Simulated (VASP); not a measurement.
# C in VASP: relaxation of cell and atoms with PBEsol

Aim: the relaxation of cell and atoms of C with PBEsol.

Everything below comes from runs of VASP 6.6.1. Logs are shortened: lines on timing, memory, paths and dates and some standing lists are left out, and cuts for length are marked.

## (1) The cell of the first run

The cell holds a slab with vacuum, 4 atoms: a = 2.456 Å, b = 2.456 Å, c = 24.134 Å, α = 90.00°, β = 90.00°, γ = 120.00°.

## (2) Relaxation of cell and atoms, PBEsol

INCAR reads:

```
PREC     = Accurate       # precision mode
ENCUT    = 600            # plane-wave cutoff, eV
EDIFF    = 1E-6           # SCF threshold, eV
ISMEAR   = 0              # smearing method
SIGMA    = 0.1            # smearing width, eV
LREAL    = F              # projectors in reciprocal space
LASPH    = T              # aspherical terms in the spheres
NELM     = 100            # most SCF steps
ALGO     = Normal         # electronic algorithm
ISIF     = 3              # what is computed and relaxed
LWAVE    = F              # write WAVECAR
LCHARG   = F              # write CHGCAR
GGA      = PS             # functional
IBRION   = 2              # ionic algorithm
NSW      = 100            # ionic steps
EDIFFG   = -0.01          # ionic threshold
```

KPOINTS reads:

```
regular mesh
0
Gamma
  21 21 2
```

POSCAR reads:

```
C
1.0
    2.4562275060      0.0000000000      0.0000000000
   -1.2281137530      2.1271554177      0.0000000000
    0.0000000000      0.0000000000     24.1339601687
C
4
Direct
    0.0000000000      0.0000000000      0.5704687700
    0.0000000000      0.0000000000      0.4295312300
    0.3333333300      0.6666666700      0.4295245600
    0.6666666700      0.3333333300      0.5704754400
```

Potentials or basis: VASP PAW PBE potentials, release 64 (C).

Command:

```bash
$ cat potpaw_PBE.64/C/POTCAR > POTCAR
$ mpirun -np 1 vasp_std > vasp.out
```

OUTCAR:

```text
PREC = Accurate
   ENCUT = 600
   EDIFF = 1E-6
   ISMEAR = 0
   LREAL = F
   LASPH = T
   NELM = 100
   ISIF = 3
   GGA = PS
   IBRION = 2
   NSW = 100
   EDIFFG = -0.01

 ion  position               nearest neighbor table
   1  0.000  0.000  0.570-   4 1.42   4 1.42   4 1.42
   2  0.000  0.000  0.430-   3 1.42   3 1.42   3 1.42
   3  0.333  0.667  0.430-   2 1.42   2 1.42   2 1.42
   4  0.667  0.333  0.570-   1 1.42   1 1.42   1 1.42

  LATTYP: Found a hexagonal cell.
 ALAT       =     2.4562275060
 C/A-ratio  =     9.8256208392

  Lattice vectors:

 A1 = (   2.4562275060,   0.0000000000,   0.0000000000)
 A2 = (  -1.2281137530,   2.1271554177,   0.0000000000)
 A3 = (   0.0000000000,   0.0000000000,  24.1339601687)

Analysis of symmetry for initial positions (statically):
=====================================================================
 Subroutine PRICEL returns:
 Original cell was already a primitive cell.

 Routine SETGRP: Setting up the symmetry group for a
 hexagonal supercell.

 Subroutine GETGRP returns: Found 12 space group operations
 (whereof 12 operations were pure point group operations)
 out of a pool of 24 trial point group operations.

The static configuration has the point symmetry D_3d.

Analysis of symmetry for dynamics (positions and initial velocities):
=====================================================================
 Subroutine PRICEL returns:
 Original cell was already a primitive cell.

 Routine SETGRP: Setting up the symmetry group for a
 hexagonal supercell.

 Subroutine GETGRP returns: Found 12 space group operations
 (whereof 12 operations were pure point group operations)
 out of a pool of 24 trial point group operations.

The dynamic configuration has the point symmetry D_3d.

 Subroutine INISYM returns: Found 12 space group operations
 (whereof 12 operations are pure point group operations),
 and found     1 'primitive' translations

----------------------------------------------------------------------------------------

                                     Primitive cell

  volume of cell :     126.0946

  direct lattice vectors                    reciprocal lattice vectors
     2.456227506  0.000000000  0.000000000     0.407128410  0.235055697  0.000000000
    -1.228113753  2.127155418  0.000000000     0.000000000  0.470111395  0.000000000
     0.000000000  0.000000000 24.133960169     0.000000000  0.000000000  0.041435388

  length of vectors
     2.456227506  2.456227506 24.133960169     0.470111395  0.470111395  0.041435388

  position of ions in fractional coordinates (direct lattice)
     0.000000000  0.000000000  0.570468770
     0.000000000  0.000000000  0.429531230
     0.333333330  0.666666670  0.429524560
     0.666666670  0.333333330  0.570475440

  ion indices of the primitive-cell ions
   primitive index   ion index
                 1           1
                 2           2
                 3           3
                 4           4

----------------------------------------------------------------------------------------

 KPOINTS: regular mesh

Automatic generation of k-mesh.
 Grid dimensions read from file:
 generate k-points for:   21   21    2

 Generating k-lattice:

  Cartesian coordinates                     Fractional coordinates (reciprocal lattice)
     0.019387067  0.011193128  0.000000000     0.047619048  0.000000000  0.000000000
     0.000000000  0.022386257  0.000000000     0.000000000  0.047619048  0.000000000
     0.000000000  0.000000000  0.020717694     0.000000000  0.000000000  0.500000000

  Length of vectors
     0.022386257  0.022386257  0.020717694

  Shift w.r.t. Gamma in fractional coordinates (k-lattice)
     0.000000000  0.000000000  0.000000000

 Subroutine IBZKPT returns following result:
 ===========================================

 Found     96 irreducible k-points:

 Following reciprocal coordinates:
            Coordinates               Weight
  0.000000  0.000000  0.000000      1.000000
  0.047619 -0.000000  0.000000      6.000000
  0.095238  0.000000  0.000000      6.000000
  0.142857  0.000000  0.000000      6.000000
  0.190476  0.000000  0.000000      6.000000
  0.238095  0.000000  0.000000      6.000000
[... 16 lines left out ...]
  0.142857  0.095238  0.000000     12.000000
  0.190476  0.095238  0.000000     12.000000
 [... further k-points ...]
   k-points           NKPTS =     96   k-points in BZ     NKDIM =     96   number of bands    NBANDS=     12
   number of dos      NEDOS =    301   number of ions     NIONS =      4
   total plane-waves  NPLWV =  78400
   dimension x,y,z NGX =    20 NGY =   20 NGZ =  196
   dimension x,y,z NGXF=    40 NGYF=   40 NGZF=  392
   ions per type =               4
   NGX,Y,Z   is equivalent  to a cutoff of  13.54, 13.54, 13.50 a.u.
   NGXF,Y,Z  is equivalent  to a cutoff of  27.07, 27.07, 27.00 a.u.
 SYSTEM =  unknown system
   PREC   = accura    normal or accurate (medium, high low for compatibility)
   ISTART =      0    job   : 0-new  1-cont  2-samecut
   ICHARG =      2    charge: 1-file 2-atom 10-const
   ISPIN  =      1    spin polarized calculation?
   LNONCOLLINEAR =      F non collinear calculations
   LSORBIT =      F    spin-orbit coupling
   LASPH  =      T    aspherical Exc in radial PAW
   ENCUT  =  600.0 eV  44.10 Ry    6.64 a.u.   4.91  4.91 48.20*2*pi/ulx,y,z
   NELM   =    100;   NELMIN=  2; NELMDL= -5     # of ELM steps
   EDIFF  = 0.1E-05   stopping-criterion for ELM
   LREAL  =      F    real-space projection
   EDIFFG = -.1E-01   stopping-criterion for IOM
   NSW    =    100    number of steps for IOM
   IBRION =      2    ionic relax: 0-MD 1-quasi-New 2-CG
   NFREE  =      1    steps in history (QN), initial steepest desc. (CG)
   ISIF   =      3    stress and relaxation
   ISYM   =      2    0-nonsym 1-usesym 2-fastsym
   POTIM  = 0.5000    time-step for ionic-motion
   TEBEG  =    0.0;   TEEND  =   0.0 temperature during run
   PSTRESS=    0.0 pullay stress
   NELECT =      16.0000    total number of electrons
   NUPDOWN=      -1.0000    fix difference up-down
   EMIN   =  10.00;   EMAX   =-10.00  energy-range for DOS
   EFERMI =   0.00;   METHOD = LEGACY
   ISMEAR =     0;   SIGMA  =   0.10  broadening in eV -4-tet -1-fermi 0-gaus
   EFERMI_NEDOS =   21; number of points for ismear=-14 and -15
   IALGO  =     38    algorithm
   IMIX   =      4    mixing-type and parameters
     AMIX     =   0.40;   BMIX     =  1.00
     AMIX_MAG =   1.60;   BMIX_MAG =  1.00
  volume/ion in A,a.u.               =      31.52       212.73
  Fermi-wavevector in a.u.,A,eV,Ry     =   0.822652  1.554586  9.207823  0.676756
  Thomas-Fermi vector in A             =   1.934024
   LORBIT       =      0    0 simple, 1 ext, 2 COOP (PROOUT), +10 PAW based schemes
   GGA     = PS    functional components
   LHFCALC =     F    Hartree Fock is set to
   AEXX    =    0.0000 exact exchange contribution
   IVDW    =     0    specifies the selected vdW correction
   LEPSILON=     F    determine dielectric tensor
   LRPA    =     F    only Hartree local field effects (RPA)
 conjugate gradient relaxation of ions
 non-spin polarized calculation
 Gauss-broadening in eV      SIGMA  =   0.10
  energy-cutoff  :      600.00
  volume of cell :      126.09
 maximum number of plane-waves:      4284
 NGX is ok and might be reduce to    20
   NGX =  9   NGY =  9   NGZ = 97

--------------------------------------- Ionic step        1  -------------------------------------------

 number of electron      16.0000000 magnetization

 Free energy of the ion-electron system (eV)
  ---------------------------------------------------
  ext. energy  EPLUGINS =         0.00000000
  ---------------------------------------------------
  free energy    TOTEN  =       -38.57940706 eV

  energy without entropy =      -38.57889530  energy(sigma->0) =      -38.57915118

------------------------ aborting loop because EDIFF is reached ----------------------------------------

  FORCE on cell =-STRESS in cart. coord.  units (eV):
  Direction    XX          YY          ZZ          XY          YZ          ZX
  --------------------------------------------------------------------------------------
  -------------------------------------------------------------------------------------
  Total        0.4038909      0.4038909      0.0370284      0.0000000     -0.0000000      0.0000000
  in kB        5.1319009      5.1319009      0.4704892      0.0000000     -0.0000000      0.0000000
  external PRESSURE =       3.5780970 kB  Pullay stress =       0.0000000 kB
[... 95 lines left out ...]
  FREE ENERGIE OF THE ION-ELECTRON SYSTEM (eV)
  ---------------------------------------------------
  free  energy   TOTEN  =       -38.5800089510 eV

  energy  without entropy=      -38.5794971894  energy(sigma->0) =      -38.57975307

[... ionic steps 4 to 14 ...]

--------------------------------------- Ionic step       15  -------------------------------------------

 number of electron      16.0000001 magnetization

------------------------ aborting loop because EDIFF is reached ----------------------------------------

  FORCE on cell =-STRESS in cart. coord.  units (eV):
  Direction    XX          YY          ZZ          XY          YZ          ZX
  --------------------------------------------------------------------------------------
  -------------------------------------------------------------------------------------
  Total        0.0481892      0.0481892     -0.0378106      0.0000000      0.0000000      0.0000000
  in kB        0.5988332      0.5988332     -0.4698607      0.0000000      0.0000000      0.0000000
  external PRESSURE =       0.2426019 kB  Pullay stress =       0.0000000 kB
[... 61 lines left out ...]
  energy  without entropy=      -38.5806570799  energy(sigma->0) =      -38.58091334

--------------------------------------- Ionic step       17  -------------------------------------------

 number of electron      16.0000001 magnetization

 Free energy of the ion-electron system (eV)
  ---------------------------------------------------
  ext. energy  EPLUGINS =         0.00000000
  ---------------------------------------------------
  free energy    TOTEN  =       -38.58118314 eV

  energy without entropy =      -38.58067060  energy(sigma->0) =      -38.58092687

 E-fermi :  -1.8706     XC(G=0):  -3.2251

 val. band max:       -1.8705739139   @ k =   0.3333   0.3333   0.5000
 cond. band min:      -1.6098329092   @ k =   0.3333   0.3333   0.0000
 fundamental gap:      0.2607410047
 Fermi energy:        -1.8705667616

 k-point     1 :       0.0000    0.0000    0.0000
  band No.  band energies     occupation
      1     -21.4547      2.00000
      2     -21.3508      2.00000
      3      -9.9449      2.00000
      4      -9.1721      2.00000
      5      -4.8642      2.00000
      6      -4.8642      2.00000
      7      -4.8588      2.00000
      8      -4.8588      2.00000
      9       1.5960      0.00000
     10       2.0616      0.00000
     11       2.5004      0.00000
     12       3.2176      0.00000
[... 331 lines left out ...]
 k-point    24 :       0.1905    0.0952    0.0000
  band No.  band energies     occupation
      1     -19.9538      2.00000
      2     -19.8598      2.00000
      3      -9.0170      2.00000
      4      -8.9910      2.00000
      5      -8.1471      2.00000
      6      -7.4280      2.00000
      7      -7.3830      2.00000
      8      -7.3670      2.00000
      9       3.6052      0.00000
     10       4.1029      0.00000
     11       4.5943      0.00000
     12       5.2808      0.00000

 [... further k-points ...]

------------------------ aborting loop because EDIFF is reached ----------------------------------------

  FORCE on cell =-STRESS in cart. coord.  units (eV):
  Direction    XX          YY          ZZ          XY          YZ          ZX
  --------------------------------------------------------------------------------------
  -------------------------------------------------------------------------------------
  Total        0.0066381      0.0066381     -0.0296968      0.0000000      0.0000000      0.0000000
  in kB        0.0824903      0.0824903     -0.3690389      0.0000000      0.0000000      0.0000000
  external PRESSURE =      -0.0680194 kB  Pullay stress =       0.0000000 kB
[... 19 lines left out ...]
  FREE ENERGIE OF THE ION-ELECTRON SYSTEM (eV)
  ---------------------------------------------------
  free  energy   TOTEN  =       -38.5811831364 eV

  energy  without entropy=      -38.5806705969  energy(sigma->0) =      -38.58092687

 reached required accuracy - stopping structural energy minimisation
```

Run time: 38 min. Hardware: 1 thread of Intel Xeon 8259CL, shared host; peak memory 0.36 GiB.

Results:

```yaml
Free_energy: -38.5812 eV
Relaxed_cell: a = 2.460 Å, b = 2.460 Å, c = 24.603 Å, α = 90.00°, β = 90.00°, γ = 120.00°
Space_group_after_relaxing_to_0.1_Å: P-3m1 (No. 164)
Energy_gained_by_relaxing: 0.4 meV/atom
Ionic_steps: 17
Largest_force_after_relaxing: 0.007 eV/Å
Band_gap_on_the_k_mesh: zero (filled and empty bands touch)
```

Forces in eV/Å, atoms in the order of the input:
```
C    0.000  0.000  0.001
C    0.000  0.000 -0.001
C    0.000  0.000 -0.007
C    0.000  0.000  0.007
```

Step by step:
| step | energy change (eV) | largest force (eV/Å) | pressure (GPa) | volume (Å³) |
| --- | --- | --- | --- | --- |
| 1 | 0.0000 | 0.0203 | 0.36 | 126.09 |
| 2 | 0.0025 | 0.0186 | -0.76 | 127.38 |
| 3 | -0.0006 | 0.0182 | 0.01 | 126.49 |
| 4 | -0.0007 | 0.0165 | 0.01 | 126.55 |
| 5 | -0.0008 | 0.0259 | 0.01 | 126.73 |
| 6 | -0.0011 | 0.0444 | 0.00 | 127.09 |
| 7 | -0.0012 | 0.0817 | -0.02 | 127.80 |
| 8 | -0.0012 | 0.0801 | -0.02 | 127.82 |
| 9 | -0.0013 | 0.0758 | -0.01 | 127.88 |
| 10 | -0.0014 | 0.0673 | -0.01 | 128.00 |
| 11 | -0.0016 | 0.0497 | 0.00 | 128.24 |
| 12 | -0.0018 | 0.0146 | 0.02 | 128.72 |
| 13 | -0.0018 | 0.0054 | 0.03 | 128.86 |
| 14 | -0.0018 | 0.0145 | 0.03 | 129.00 |
| 15 | -0.0018 | 0.0102 | 0.02 | 128.93 |
| 16 | -0.0018 | 0.0073 | 0.02 | 128.88 |
| 17 | -0.0018 | 0.0068 | -0.01 | 128.93 |

Final structure:
```
CELL_PARAMETERS angstrom
2.45988 0.00000 0.00000
-1.22994 2.13032 0.00000
0.00000 0.00000 24.60320
ATOMIC_POSITIONS crystal
C 0.00000 0.00000 0.57165
C 0.00000 0.00000 0.42835
C 0.33333 0.66667 0.42834
C 0.66667 0.33333 0.57166
```

Caveat: the PAW data sets were made with another functional, which shifts forces and pressure a little.
